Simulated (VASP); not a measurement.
# Pt (P6_3/mmc) in VASP: single point with PBE

Aim: the single point of Pt with PBE.

All numbers are computed with VASP 6.6.1; they aren't measurements. Logs are shortened: lines on timing, memory, paths and dates and some standing lists are left out, and cuts for length are marked.

### Step 1. The cell of the first run

It takes space group P6_3/mmc (No. 194, hexagonal). The conventional cell has a = 2.761 Å, b = 2.761 Å, c = 4.792 Å, α = 90.00°, β = 90.00°, γ = 120.00°. Within 3.6 Å of Pt (site symmetry -6m2) lie 12 Pt at 2.76 to 2.88 Å.

This isn't the form of Pt at room conditions, which is fcc.

### Step 2. Single point, PBE

POSCAR reads:

```
Pt
1.0
    2.7606656158      0.0000000000      0.0000000000
   -1.3803328079      2.3908065546      0.0000000000
    0.0000000000      0.0000000000      4.7921340000
Pt
2
Direct
    0.6666666667      0.3333333333      0.7500000000
    0.3333333333      0.6666666667      0.2500000000
```

INCAR.step1 reads:

```
SYSTEM = Pt
ALGO = Normal
EDIFF = 1E-6
ENCUT = 520
GGA = PE
ISIF = 2
ISMEAR = -1
LASPH = .TRUE.
LCHARG = .TRUE.
LMAXMIX = 4
LREAL = .FALSE.
LWAVE = .FALSE.
NBANDS = 17
NELM = 80
PREC = Accurate
SIGMA = 0.03
```

KPOINTS.step1 reads:

```
k-points
0
G
  12 12 6
  0 0 0
```

INCAR.step2 reads:

```
SYSTEM = Pt
ALGO = Normal
EDIFF = 1E-6
ENCUT = 520
GGA = PE
ICHARG = 11
ISIF = 2
ISMEAR = -5
LASPH = .TRUE.
LCHARG = .FALSE.
LMAXMIX = 4
LORBIT = 11
LREAL = .FALSE.
LWAVE = .FALSE.
NEDOS = 2001
NELM = 80
PREC = Accurate
SIGMA = 0.03
```

KPOINTS.step2 reads:

```
k-points
0
G
  18 18 9
  0 0 0
```

Potentials or basis: VASP PAW PBE potentials, release 64 (Pt).

On the command line:

```console
$ cat potpaw_PBE.64/Pt/POTCAR > POTCAR
$ cp INCAR.step1 INCAR
$ cp KPOINTS.step1 KPOINTS
$ mpirun -np 1 vasp_std > vasp.out
$ cp INCAR.step2 INCAR
$ cp KPOINTS.step2 KPOINTS
$ mpirun -np 1 vasp_std > vasp.out
```

OUTCAR:

```text
SYSTEM = Pt
   EDIFF = 1E-6
   ENCUT = 520
   GGA = PE
   ICHARG = 11
   ISIF = 2
   ISMEAR = -5
   LASPH = .TRUE.
   LORBIT = 11
   LREAL = .FALSE.
   NELM = 80
   PREC = Accurate

 ion  position               nearest neighbor table
   1  0.667  0.333  0.750-   2 2.88   2 2.88   2 2.88   2 2.88   2 2.88   2 2.88
   2  0.333  0.667  0.250-   1 2.88   1 2.88   1 2.88   1 2.88   1 2.88   1 2.88

  LATTYP: Found a hexagonal cell.
 ALAT       =     2.7606656158
 C/A-ratio  =     1.7358618054

  Lattice vectors:

 A1 = (   2.7606656158,   0.0000000000,   0.0000000000)
 A2 = (  -1.3803328079,   2.3908065546,   0.0000000000)
 A3 = (   0.0000000000,   0.0000000000,   4.7921340000)

Analysis of symmetry for initial positions (statically):
=====================================================================
 Subroutine PRICEL returns:
 Original cell was already a primitive cell.

 Routine SETGRP: Setting up the symmetry group for a
 hexagonal supercell.

 Subroutine GETGRP returns: Found 24 space group operations
 (whereof 12 operations were pure point group operations)
 out of a pool of 24 trial point group operations.

The static configuration has the point symmetry D_3d.
 The point group associated with its full space group is D_6h.

Analysis of symmetry for dynamics (positions and initial velocities):
=====================================================================
 Subroutine PRICEL returns:
 Original cell was already a primitive cell.

 Routine SETGRP: Setting up the symmetry group for a
 hexagonal supercell.

 Subroutine GETGRP returns: Found 24 space group operations
 (whereof 12 operations were pure point group operations)
 out of a pool of 24 trial point group operations.

The dynamic configuration has the point symmetry D_3d.
 The point group associated with its full space group is D_6h.

 Subroutine INISYM returns: Found 24 space group operations
 (whereof 12 operations are pure point group operations),
 and found     1 'primitive' translations

----------------------------------------------------------------------------------------

                                     Primitive cell

  volume of cell :      31.6291

  direct lattice vectors                    reciprocal lattice vectors
     2.760665616  0.000000000  0.000000000     0.362231483  0.209134444  0.000000000
    -1.380332808  2.390806555  0.000000000     0.000000000  0.418268888  0.000000000
     0.000000000  0.000000000  4.792134000     0.000000000  0.000000000  0.208675300

  length of vectors
     2.760665616  2.760665616  4.792134000     0.418268888  0.418268888  0.208675300

  position of ions in fractional coordinates (direct lattice)
     0.666666667  0.333333333  0.750000000
     0.333333333  0.666666667  0.250000000

  ion indices of the primitive-cell ions
   primitive index   ion index
                 1           1
                 2           2

----------------------------------------------------------------------------------------

 KPOINTS: k-points

Automatic generation of k-mesh.
 Grid dimensions read from file:
 generate k-points for:   18   18    9

 Generating k-lattice:

  Cartesian coordinates                     Fractional coordinates (reciprocal lattice)
     0.020123971  0.011618580  0.000000000     0.055555556  0.000000000  0.000000000
     0.000000000  0.023237160  0.000000000     0.000000000  0.055555556  0.000000000
     0.000000000  0.000000000  0.023186144     0.000000000  0.000000000  0.111111111

  Length of vectors
     0.023237160  0.023237160  0.023186144

  Shift w.r.t. Gamma in fractional coordinates (k-lattice)
     0.000000000  0.000000000  0.000000000

 TETIRR: Found   2805 inequivalent tetrahedra from    17496

 Subroutine IBZKPT returns following result:
 ===========================================

 Found    185 irreducible k-points:

 Following reciprocal coordinates:
            Coordinates               Weight
  0.000000  0.000000  0.000000      1.000000
  0.055556 -0.000000  0.000000      6.000000
  0.111111 -0.000000  0.000000      6.000000
  0.166667  0.000000  0.000000      6.000000
  0.222222 -0.000000  0.000000      6.000000
  0.277778  0.000000  0.000000      6.000000
[... 16 lines left out ...]
  0.333333  0.111111  0.000000     12.000000
  0.388889  0.111111  0.000000     12.000000
 [... further k-points ...]
   k-points           NKPTS =    185   k-points in BZ     NKDIM =    185   number of bands    NBANDS=     14
   number of dos      NEDOS =   2001   number of ions     NIONS =      2
   total plane-waves  NPLWV =  20736
   dimension x,y,z NGX =    24 NGY =   24 NGZ =   36
   dimension x,y,z NGXF=    48 NGYF=   48 NGZF=   72
   ions per type =               2
   NGX,Y,Z   is equivalent  to a cutoff of  14.45, 14.45, 12.49 a.u.
   NGXF,Y,Z  is equivalent  to a cutoff of  28.91, 28.91, 24.98 a.u.
 SYSTEM =  Pt
   PREC   = accura    normal or accurate (medium, high low for compatibility)
   ISTART =      0    job   : 0-new  1-cont  2-samecut
   ICHARG =     11    charge: 1-file 2-atom 10-const
   ISPIN  =      1    spin polarized calculation?
   LNONCOLLINEAR =      F non collinear calculations
   LSORBIT =      F    spin-orbit coupling
   LASPH  =      T    aspherical Exc in radial PAW
   ENCUT  =  520.0 eV  38.22 Ry    6.18 a.u.   5.13  5.13  8.91*2*pi/ulx,y,z
   NELM   =     80;   NELMIN=  2; NELMDL=  0     # of ELM steps
   EDIFF  = 0.1E-05   stopping-criterion for ELM
   LREAL  =      F    real-space projection
   EDIFFG = 0.1E-04   stopping-criterion for IOM
   NSW    =      0    number of steps for IOM
   IBRION =     -1    ionic relax: 0-MD 1-quasi-New 2-CG
   NFREE  =      0    steps in history (QN), initial steepest desc. (CG)
   ISIF   =      2    stress and relaxation
   ISYM   =      2    0-nonsym 1-usesym 2-fastsym
   POTIM  = 0.5000    time-step for ionic-motion
   TEBEG  =    0.0;   TEEND  =   0.0 temperature during run
   PSTRESS=    0.0 pullay stress
   NELECT =      20.0000    total number of electrons
   NUPDOWN=      -1.0000    fix difference up-down
   EMIN   =  10.00;   EMAX   =-10.00  energy-range for DOS
   EFERMI =   0.00;   METHOD = LEGACY
   ISMEAR =    -5;   SIGMA  =   0.03  broadening in eV -4-tet -1-fermi 0-gaus
   EFERMI_NEDOS =   21; number of points for ismear=-14 and -15
   IALGO  =     38    algorithm
   IMIX   =      4    mixing-type and parameters
     AMIX     =   0.40;   BMIX     =  1.00
     AMIX_MAG =   1.60;   BMIX_MAG =  1.00
  volume/ion in A,a.u.               =      15.81       106.72
  Fermi-wavevector in a.u.,A,eV,Ry     =   1.405149  2.655347 26.863944  1.974444
  Thomas-Fermi vector in A             =   2.527639
   LORBIT       =     11    0 simple, 1 ext, 2 COOP (PROOUT), +10 PAW based schemes
   GGA     = PE    functional components
   LHFCALC =     F    Hartree Fock is set to
   AEXX    =    0.0000 exact exchange contribution
   IVDW    =     0    specifies the selected vdW correction
   LEPSILON=     F    determine dielectric tensor
   LRPA    =     F    only Hartree local field effects (RPA)
 non-spin polarized calculation
 Fermi weights with tetrahedron method with Bloechl corrections
  energy-cutoff  :      520.00
  volume of cell :       31.63
 maximum number of plane-waves:       864
 NGX is ok and might be reduce to    24

 number of electron      20.0000004 magnetization

 Free energy of the ion-electron system (eV)
  ---------------------------------------------------
  ext. energy  EPLUGINS =         0.00000000
  ---------------------------------------------------
  free energy    TOTEN  =       -12.08174841 eV

  energy without entropy =      -12.08174841  energy(sigma->0) =      -12.08174841

 E-fermi :  10.3478     XC(G=0): -13.2014

 val. band max:       10.3703186141   @ k =   0.5000   0.0000   0.3333
 cond. band min:      10.1284598866   @ k =   0.0000   0.0000   0.0000
 fundamental gap:     -0.2418587275
 Fermi energy:        10.3477864612

 k-point     1 :       0.0000    0.0000    0.0000
  band No.  band energies     occupation
      1       0.6776      2.00000
      2       3.3151      2.00000
      3       6.4285      2.00000
      4       6.9430      2.00000
      5       6.9430      2.00000
      6       7.3057      2.00000
      7       7.3057      2.00000
      8       8.5594      2.00000
      9       8.5594      2.00000
     10       9.6469      2.00000
     11      10.1285      2.00000
     12      10.1285      0.81533
     13      15.0187      0.00000
     14      25.4790      0.00000

 k-point     2 :       0.0556   -0.0000    0.0000
  band No.  band energies     occupation
      1       0.7898      2.00000
      2       3.4188      2.00000
      3       6.4221      2.00000
      4       6.9335      2.00000
      5       7.0285      2.00000
      6       7.2497      2.00000
      7       7.3871      2.00000
      8       8.4339      2.00000
      9       8.5039      2.00000
     10       8.9333      2.00000
     11      10.1499      2.00000
     12      10.9882     -0.05731
     13      15.0072      0.00000
     14      25.6417      0.00000

 k-point     3 :       0.1111   -0.0000    0.0000
  band No.  band energies     occupation
      1       1.1185      2.00000
      2       3.7120      2.00000
      3       6.3448      2.00000
      4       6.9465      2.00000
      5       7.1459      2.00000
      6       7.2810      2.00000
      7       7.6271      2.00000
      8       7.8260      2.00000
      9       8.3549      2.00000
     10       8.4771      2.00000
     11      10.2013      2.00000
     12      12.1238      0.00000
     13      14.9755      0.00000
     14      25.9576      0.00000

 k-point     4 :       0.1667    0.0000    0.0000
  band No.  band energies     occupation
      1       1.6361      2.00000
      2       4.1233      2.00000
      3       6.1959      2.00000
      4       6.7960      2.00000
      5       7.0522      2.00000
      6       7.3258      2.00000
      7       7.6872      2.00000
      8       8.0111      2.00000
      9       8.1497      2.00000
     10       8.1985      2.00000
     11      10.2583      2.00000
     12      13.3214      0.00000
     13      14.9350      0.00000
     14      25.3941      0.00000

 k-point     5 :       0.2222   -0.0000    0.0000
  band No.  band energies     occupation
      1       2.2872      2.00000
      2       4.4706      2.00000
      3       6.1699      2.00000
      4       6.3583      2.00000
      5       6.5935      2.00000
      6       7.7570      2.00000
      7       7.9078      2.00000
      8       7.9244      2.00000
      9       8.2231      2.00000
     10       8.5139      2.00000
     11      10.3040      2.00000
[... 276 lines left out ...]
 k-point    22 :       0.2778    0.1111    0.0000
  band No.  band energies     occupation
      1       3.8655      2.00000
      2       4.6995      2.00000
      3       5.3180      2.00000
      4       6.2681      2.00000
      5       6.9061      2.00000
      6       7.0149      2.00000
      7       7.6886      2.00000
      8       8.5861      2.00000
      9       9.8156      2.00000
     10      10.1708      2.00000
     11      10.5124      0.00556
     12      15.4648      0.00000
     13      17.4341      0.00000
     14      19.3431      0.00000

 k-point    23 :       0.3333    0.1111    0.0000
  band No.  band energies     occupation
      1       4.1977      2.00000
      2       4.5064      2.00000
      3       5.0206      2.00000
      4       6.6750      2.00000
      5       6.9387      2.00000
      6       7.2843      2.00000
      7       7.4267      2.00000
      8       9.2907      2.00000
      9      10.1555      2.00000
     10      10.2396      2.03993
     11      11.3900      0.00000
     12      16.1754      0.00000
     13      17.3285      0.00000
     14      18.5319      0.00000

 k-point    24 :       0.3889    0.1111    0.0000
  band No.  band energies     occupation
      1       4.2998      2.00000
      2       4.3881      2.00000
      3       4.8392      2.00000
      4       6.9420      2.00000
      5       7.1330      2.00000
      6       7.2085      2.00000
      7       7.5058      2.00000
      8       9.9495      2.00000
      9      10.1440      2.03213
     10      10.4461     -0.09917
     11      12.3657      0.00000
     12      15.5127      0.00000
     13      17.2334      0.00000
     14      19.3954      0.00000

 [... further k-points ...]

------------------------ aborting loop because EDIFF is reached ----------------------------------------

  FORCE on cell =-STRESS in cart. coord.  units (eV):
  Direction    XX          YY          ZZ          XY          YZ          ZX
  --------------------------------------------------------------------------------------
  -------------------------------------------------------------------------------------
  Total       -0.1920759     -0.1920759     -0.3449355     -0.0000000      0.0000000      0.0000000
  in kB       -9.7296264     -9.7296264    -17.4727488     -0.0000000      0.0000000      0.0000000
  external PRESSURE =     -12.3106672 kB  Pullay stress =       0.0000000 kB

 VOLUME and BASIS-vectors are now :
 -----------------------------------------------------------------------------
  energy-cutoff  :      520.00
  volume of cell :       31.63
      direct lattice vectors                 reciprocal lattice vectors
     2.760665616  0.000000000  0.000000000     0.362231483  0.209134444  0.000000000
    -1.380332808  2.390806555  0.000000000     0.000000000  0.418268888  0.000000000
     0.000000000  0.000000000  4.792134000     0.000000000  0.000000000  0.208675300

 POSITION                                       TOTAL-FORCE (eV/Angst)
 -----------------------------------------------------------------------------------
      1.38033      0.79694      3.59410         0.000000     -0.000000      0.000000
     -0.00000      1.59387      1.19803        -0.000000      0.000000      0.000000
 -----------------------------------------------------------------------------------
    total drift:                               -0.000000      0.000000     -0.000000

  FREE ENERGIE OF THE ION-ELECTRON SYSTEM (eV)
  ---------------------------------------------------
  free  energy   TOTEN  =       -12.0817484053 eV

  energy  without entropy=      -12.0817484053  energy(sigma->0) =      -12.08174841

 total charge

# of ion       s       p       d       tot
------------------------------------------
    1        0.616   0.555   8.019   9.191
    2        0.616   0.555   8.019   9.191
--------------------------------------------------
tot          1.232   1.111  16.038  18.381
```

It took 38 s on 1 thread of Intel Xeon Platinum 8488C (Sapphire Rapids), shared host; peak memory 0.2 GiB.

Results:

- Valence electrons inside the program's atomic spheres: Pt 9.19

Caveat: spin-orbit coupling is left out, which moves the levels of the heavy elements.
